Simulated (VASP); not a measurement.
# Sn3Se (Immm) in VASP: single point with r2SCAN

Aim: the single point of Sn3Se with r2SCAN.

All numbers are computed with VASP 6.6.1; they aren't measurements. Logs are shortened: lines on timing, memory, paths and dates and some standing lists are left out, and cuts for length are marked.

**1. The cell of the first run**

Symmetry: Immm, No. 71, orthorhombic system. The conventional cell has a = 5.201 Å, b = 5.280 Å, c = 7.412 Å, α = 90.00°, β = 90.00°, γ = 90.00°. Sn (site symmetry mm2) has 10 Sn at 3.19 to 3.71 Å and 4 Se at 3.19 to 3.23 Å within 4.2 Å. Sn (site symmetry mmm) has 8 Sn at 3.19 to 3.23 Å and 6 Se at 3.71 Å within 4.2 Å. Within 4.2 Å of Se (site symmetry mmm) lie 14 Sn at 3.19 to 3.71 Å.

**2. Single point, r2SCAN (strain +0.0150 x Voigt [0, 0, 0, 1, 0, 0])**

POSCAR reads:

```
Sn3Se
1.0
    0.0000000000      3.7335494446      3.7335494446
    3.7057562726      0.0277931720      3.7057562726
    3.7057562726      3.7057562726      0.0277931720
Sn Se
3 1
Direct
    0.2500000000      0.2500000000      0.2500000000
    0.7500000000      0.7500000000      0.7500000000
    0.5000000000      0.5000000000      0.5000000000
    0.0000000000      0.0000000000      0.0000000000
```

INCAR.step1 reads:

```
SYSTEM = Sn3Se
PREC = Accurate ; ENCUT = 520
ISMEAR = 0 ; SIGMA = 0.15
LREAL = .FALSE. ; LASPH = .TRUE.
NELM = 60 ; NBANDS = 32
GGA = PE ; ALGO = Normal
EDIFF = 1E-4 ; LWAVE = .TRUE.
LCHARG = .FALSE. ; KPAR = 4
```

INCAR.step2 reads:

```
SYSTEM = Sn3Se
PREC = Accurate ; ENCUT = 520
EDIFF = 1E-6 ; ISMEAR = 0
SIGMA = 0.15 ; LREAL = .FALSE.
LASPH = .TRUE. ; NELM = 60
ALGO = Normal ; ISIF = 2
LWAVE = .FALSE. ; LCHARG = .FALSE.
METAGGA = R2SCAN ; LMIXTAU = .TRUE.
NBANDS = 32 ; ISTART = 1
KPAR = 4
```

KPOINTS reads:

```
Automatic mesh
0
G
  12 12 12
  0 0 0
```

Potentials or basis: VASP PAW PBE potentials, release 64 (Sn_d, Se).

The run is started by

```console
$ cat potpaw_PBE.64/Sn_d/POTCAR potpaw_PBE.64/Se/POTCAR > POTCAR
$ cp INCAR.step1 INCAR
$ mpirun -np 4 vasp_std > vasp.out
$ cp INCAR.step2 INCAR
$ mpirun -np 4 vasp_std > vasp.out
```

OUTCAR:

```text
SYSTEM = Sn3Se
   PREC = Accurate
   ENCUT = 520
   EDIFF = 1E-6
   ISMEAR = 0
   LREAL = .FALSE.
   LASPH = .TRUE.
   NELM = 60
   ISIF = 2
   METAGGA = R2SCAN
   ISTART = 1

 ion  position               nearest neighbor table
   1  0.250  0.250  0.250-   4 3.19   3 3.19   4 3.19   3 3.19   4 3.23   4 3.23   3 3.23   3 3.23
                             2 3.71   2 3.71   2 3.71   2 3.71   2 3.71   2 3.71
   2  0.750  0.750  0.750-   3 3.19   4 3.19   3 3.19   4 3.19   4 3.23   3 3.23   3 3.23   4 3.23
                             1 3.71   1 3.71   1 3.71   1 3.71   1 3.71   1 3.71
   3  0.500  0.500  0.500-   1 3.19   2 3.19   1 3.19   2 3.19   2 3.23   1 3.23   1 3.23   2 3.23

   4  0.000  0.000  0.000-   2 3.19   1 3.19   2 3.19   1 3.19   2 3.23   2 3.23   1 3.23   1 3.23

  LATTYP: Found a body centered orthorhombic cell.
 ALAT       =     5.2014252988
 B/A-ratio  =     1.0151133501
 C/A-ratio  =     1.4249003147

  Lattice vectors:

 A1 = (  -3.7057562726,   3.7057562726,   0.0277931720)
 A2 = (  -3.7057562726,  -3.7057562726,  -0.0277931720)
 A3 = (   3.7057562726,   0.0277931720,   3.7057562726)

Analysis of symmetry for initial positions (statically):
=====================================================================
 Subroutine PRICEL returns:
 Original cell was already a primitive cell.

 Routine SETGRP: Setting up the symmetry group for a
 body centered orthorhombic supercell.

 Subroutine GETGRP returns: Found  8 space group operations
 (whereof  8 operations were pure point group operations)
 out of a pool of  8 trial point group operations.

The static configuration has the point symmetry D_2h.

Analysis of symmetry for dynamics (positions and initial velocities):
=====================================================================
 Subroutine PRICEL returns:
 Original cell was already a primitive cell.

 Routine SETGRP: Setting up the symmetry group for a
 body centered orthorhombic supercell.

 Subroutine GETGRP returns: Found  8 space group operations
 (whereof  8 operations were pure point group operations)
 out of a pool of  8 trial point group operations.

The dynamic configuration has the point symmetry D_2h.

 Subroutine INISYM returns: Found  8 space group operations
 (whereof  8 operations are pure point group operations),
 and found     1 'primitive' translations

----------------------------------------------------------------------------------------

                                     Primitive cell

  volume of cell :     101.7738

  direct lattice vectors                    reciprocal lattice vectors
     0.000000000  3.733549445  3.733549445    -0.134925225  0.133920819  0.133920819
     3.705756273  0.027793172  3.705756273     0.134925225 -0.135944811  0.135944811
     3.705756273  3.705756273  0.027793172     0.134925225  0.135944811 -0.135944811

  length of vectors
     5.280036260  5.240804477  5.240804477     0.232539003  0.234876137  0.234876137

  position of ions in fractional coordinates (direct lattice)
     0.250000000  0.250000000  0.250000000
     0.750000000  0.750000000  0.750000000
     0.500000000  0.500000000  0.500000000
     0.000000000  0.000000000  0.000000000

  ion indices of the primitive-cell ions
   primitive index   ion index
                 1           1
                 2           2
                 3           3
                 4           4

----------------------------------------------------------------------------------------

 KPOINTS: Automatic mesh

Automatic generation of k-mesh.
 Grid dimensions read from file:
 generate k-points for:   12   12   12

 Generating k-lattice:

  Cartesian coordinates                     Fractional coordinates (reciprocal lattice)
    -0.011243769  0.011160068  0.011160068     0.083333333  0.000000000  0.000000000
     0.011243769 -0.011328734  0.011328734     0.000000000  0.083333333 -0.000000000
     0.011243769  0.011328734 -0.011328734     0.000000000  0.000000000  0.083333333

  Length of vectors
     0.019378250  0.019573011  0.019573011

  Shift w.r.t. Gamma in fractional coordinates (k-lattice)
     0.000000000  0.000000000  0.000000000

 Subroutine IBZKPT returns following result:
 ===========================================

 Found    280 irreducible k-points:

 Following reciprocal coordinates:
            Coordinates               Weight
  0.000000  0.000000  0.000000      1.000000
  0.083333  0.000000 -0.000000      4.000000
  0.166667  0.000000  0.000000      4.000000
  0.250000 -0.000000 -0.000000      4.000000
  0.333333 -0.000000 -0.000000      4.000000
  0.416667  0.000000  0.000000      4.000000
[... 16 lines left out ...]
  0.250000  0.166667 -0.000000      8.000000
  0.333333  0.166667  0.000000      8.000000
 [... further k-points ...]
   k-points           NKPTS =    280   k-points in BZ     NKDIM =    280   number of bands    NBANDS=     32
   number of dos      NEDOS =    301   number of ions     NIONS =      4
   total plane-waves  NPLWV =  64000
   dimension x,y,z NGX =    40 NGY =   40 NGZ =   40
   dimension x,y,z NGXF=    80 NGYF=   80 NGZF=   80
   ions per type =               3   1
   NGX,Y,Z   is equivalent  to a cutoff of  12.59, 12.69, 12.69 a.u.
   NGXF,Y,Z  is equivalent  to a cutoff of  25.19, 25.38, 25.38 a.u.
 SYSTEM =  Sn3Se
   PREC   = accura    normal or accurate (medium, high low for compatibility)
   ISTART =      1    job   : 0-new  1-cont  2-samecut
   ICHARG =      0    charge: 1-file 2-atom 10-const
   ISPIN  =      1    spin polarized calculation?
   LNONCOLLINEAR =      F non collinear calculations
   LSORBIT =      F    spin-orbit coupling
   LASPH  =      T    aspherical Exc in radial PAW
   ENCUT  =  520.0 eV  38.22 Ry    6.18 a.u.   9.82  9.74  9.74*2*pi/ulx,y,z
   NELM   =     60;   NELMIN=  2; NELMDL=  0     # of ELM steps
   EDIFF  = 0.1E-05   stopping-criterion for ELM
   LREAL  =      F    real-space projection
   EDIFFG = 0.1E-04   stopping-criterion for IOM
   NSW    =      0    number of steps for IOM
   IBRION =     -1    ionic relax: 0-MD 1-quasi-New 2-CG
   NFREE  =      0    steps in history (QN), initial steepest desc. (CG)
   ISIF   =      2    stress and relaxation
   ISYM   =      2    0-nonsym 1-usesym 2-fastsym
   POTIM  = 0.5000    time-step for ionic-motion
   TEBEG  =    0.0;   TEEND  =   0.0 temperature during run
   PSTRESS=    0.0 pullay stress
   NELECT =      48.0000    total number of electrons
   NUPDOWN=      -1.0000    fix difference up-down
   EMIN   =  10.00;   EMAX   =-10.00  energy-range for DOS
   EFERMI =   0.00;   METHOD = LEGACY
   ISMEAR =     0;   SIGMA  =   0.15  broadening in eV -4-tet -1-fermi 0-gaus
   EFERMI_NEDOS =   21; number of points for ismear=-14 and -15
   IALGO  =     38    algorithm
   IMIX   =      4    mixing-type and parameters
     AMIX     =   0.40;   BMIX     =  1.00
     AMIX_MAG =   1.60;   BMIX_MAG =  1.00
  volume/ion in A,a.u.               =      25.44       171.70
  Fermi-wavevector in a.u.,A,eV,Ry     =   1.274314  2.408105 22.094185  1.623877
  Thomas-Fermi vector in A             =   2.407089
   LORBIT       =      0    0 simple, 1 ext, 2 COOP (PROOUT), +10 PAW based schemes
   METAGGA = R2SCAN    functional components
   LHFCALC =     F    Hartree Fock is set to
   AEXX    =    0.0000 exact exchange contribution
   IVDW    =     0    specifies the selected vdW correction
   LEPSILON=     F    determine dielectric tensor
   LRPA    =     F    only Hartree local field effects (RPA)
 non-spin polarized calculation
 Gauss-broadening in eV      SIGMA  =   0.15
  energy-cutoff  :      520.00
  volume of cell :      101.77
 maximum number of plane-waves:      2760
   NGX = 19   NGY = 19   NGZ = 19

 number of electron      48.0000013 magnetization

 Free energy of the ion-electron system (eV)
  ---------------------------------------------------
  ext. energy  EPLUGINS =         0.00000000
  ---------------------------------------------------
  free energy    TOTEN  =       -87.88877970 eV

  energy without entropy =      -87.86084495  energy(sigma->0) =      -87.87481233

 E-fermi :   7.3566     XC(G=0): -11.1446

 val. band max:        7.3554318544   @ k =  -0.3333   0.2500   0.0833
 cond. band min:       7.3567838542   @ k =  -0.0833   0.1667   0.1667
 fundamental gap:      0.0013519998
 Fermi energy:         7.3565632291

 k-point     1 :       0.0000    0.0000    0.0000
  band No.  band energies     occupation
      1     -14.9447      2.00000
      2     -14.9446      2.00000
      3     -14.9106      2.00000
      4     -14.9104      2.00000
      5     -14.9101      2.00000
      6     -14.9008      2.00000
[... 24 lines left out ...]
     31      14.3829      0.00000
     32      14.5174      0.00000

 k-point     2 :       0.0833    0.0000   -0.0000
  band No.  band energies     occupation
      1     -14.9425      2.00000
      2     -14.9425      2.00000
      3     -14.9153      2.00000
      4     -14.9124      2.00000
      5     -14.9118      2.00000
      6     -14.8989      2.00000
[... 24 lines left out ...]
     31      13.9549      0.00000
     32      14.3905      0.00000

 k-point     3 :       0.1667    0.0000    0.0000
  band No.  band energies     occupation
      1     -14.9364      2.00000
      2     -14.9362      2.00000
      3     -14.9211      2.00000
      4     -14.9170      2.00000
      5     -14.9152      2.00000
      6     -14.8956      2.00000
[... 24 lines left out ...]
     31      12.9137      0.00000
     32      14.0974      0.00000

 k-point     4 :       0.2500   -0.0000   -0.0000
  band No.  band energies     occupation
      1     -14.9268      2.00000
      2     -14.9266      2.00000
      3     -14.9231      2.00000
      4     -14.9218      2.00000
      5     -14.9191      2.00000
      6     -14.8925      2.00000
[... 24 lines left out ...]
     31      13.1292      0.00000
     32      13.9691      0.00000

 k-point     5 :       0.3333   -0.0000   -0.0000
  band No.  band energies     occupation
      1     -14.9259      2.00000
      2     -14.9228      2.00000
      3     -14.9203      2.00000
      4     -14.9145      2.00000
      5     -14.9143      2.00000
      6     -14.8901      2.00000
[... 584 lines left out ...]
     31      13.4251      0.00000
     32      13.9497      0.00000

 k-point    22 :       0.1667    0.1667   -0.0000
  band No.  band energies     occupation
      1     -14.9405      2.00000
      2     -14.9282      2.00000
      3     -14.9235      2.00000
      4     -14.9231      2.00000
      5     -14.9131      2.00000
      6     -14.8917      2.00000
[... 24 lines left out ...]
     31      13.6062      0.00000
     32      13.6166      0.00000

 k-point    23 :       0.2500    0.1667   -0.0000
  band No.  band energies     occupation
      1     -14.9369      2.00000
      2     -14.9270      2.00000
      3     -14.9259      2.00000
      4     -14.9204      2.00000
      5     -14.9107      2.00000
      6     -14.8954      2.00000
[... 24 lines left out ...]
     31      13.1020      0.00000
     32      13.5122      0.00000

 k-point    24 :       0.3333    0.1667    0.0000
  band No.  band energies     occupation
      1     -14.9315      2.00000
      2     -14.9291      2.00000
      3     -14.9260      2.00000
      4     -14.9130      2.00000
      5     -14.9038      2.00000
      6     -14.9002      2.00000
[... 24 lines left out ...]
     31      13.3317      0.00000
     32      13.5006      0.00000

 [... further k-points ...]

------------------------ aborting loop because EDIFF is reached ----------------------------------------

  FORCE on cell =-STRESS in cart. coord.  units (eV):
  Direction    XX          YY          ZZ          XY          YZ          ZX
  --------------------------------------------------------------------------------------
  -------------------------------------------------------------------------------------
  Total        0.0771681      0.0611691      0.0611691     -0.0000000     -0.0575100      0.0000000
  in kB        1.2148216      0.9629567      0.9629567     -0.0000000     -0.9053530      0.0000000
  external PRESSURE =       1.0469117 kB  Pullay stress =       0.0000000 kB

 VOLUME and BASIS-vectors are now :
 -----------------------------------------------------------------------------
  energy-cutoff  :      520.00
  volume of cell :      101.77
      direct lattice vectors                 reciprocal lattice vectors
     0.000000000  3.733549445  3.733549445    -0.134925225  0.133920819  0.133920819
     3.705756273  0.027793172  3.705756273     0.134925225 -0.135944811  0.135944811
     3.705756273  3.705756273  0.027793172     0.134925225  0.135944811 -0.135944811

 POSITION                                       TOTAL-FORCE (eV/Angst)
 -----------------------------------------------------------------------------------
      1.85288      1.86677      1.86677         0.039455     -0.000000     -0.000000
      5.55863      5.60032      5.60032        -0.039455     -0.000000      0.000000
      3.70576      3.73355      3.73355         0.000000      0.000000      0.000000
      0.00000      0.00000      0.00000        -0.000000     -0.000000      0.000000
 -----------------------------------------------------------------------------------
    total drift:                               -0.000000     -0.000000      0.000000

  FREE ENERGIE OF THE ION-ELECTRON SYSTEM (eV)
  ---------------------------------------------------
  free  energy   TOTEN  =       -87.8887797048 eV

  energy  without entropy=      -87.8608449493  energy(sigma->0) =      -87.87481233
```

Run time: 19 min. Hardware: 4 MPI ranks of AMD EPYC 9755, shared host; peak memory 0.79 GiB.

What came out:

| Property | Result |
| --- | --- |
| Free energy | -87.8888 eV |
| Pressure | 0.1 GPa |
| Largest force | 0.039 eV/Å |
| Band gap on the k mesh | zero (bands 24 and 25 overlap by 2.14 eV) |

Forces in eV/Å, atoms in the order of the input:
```
Sn   0.039  0.000  0.000
Sn  -0.039  0.000  0.000
Sn   0.000  0.000  0.000
Se   0.000  0.000  0.000
```

Caveat: the cell differs from its parent crystal (strain +0.0150 x Voigt [0, 0, 0, 1, 0, 0]); the PAW data sets were made with another functional, which shifts forces and pressure a little; spin-orbit coupling is left out, which moves the levels of the heavy elements.
